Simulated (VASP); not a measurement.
Here is a VASP 6.6.1 calculation.

INCAR

```
SYSTEM = K
PREC = Accurate
ENCUT = 520
EDIFF = 1E-6
ISMEAR = 0
SIGMA = 0.15
LREAL = .FALSE.
LASPH = .TRUE.
NELM = 80
ALGO = Fast
ISIF = 2
LWAVE = .FALSE.
LCHARG = .TRUE.
GGA = PE
LELF = .TRUE.
LVHAR = .TRUE.
NBANDS = 10
```

Contents of KPOINTS:

```
Automatic mesh
0
G
  14 14 14
  0 0 0
```

POSCAR

```
K
1.0
   -2.7489000000      2.7489000000      2.4871000000
    2.7489000000     -2.7489000000      2.4871000000
    2.7489000000      2.7489000000     -2.4871000000
K
1
Direct
    0.0000000000      0.0000000000      0.0000000000
```

Potentials or basis: VASP PAW PBE potentials, release 64 (K_sv).

Command:

```bash
$ cat potpaw_PBE.64/K_sv/POTCAR > POTCAR
$ mpirun -np 1 vasp_std > vasp.out
```

(1) What does it give for the pressure?

Answers

(1) -0.1 GPa.

Caveat: the cell differs from its parent crystal (strain +0.050 along x and y, -0.050 along z).
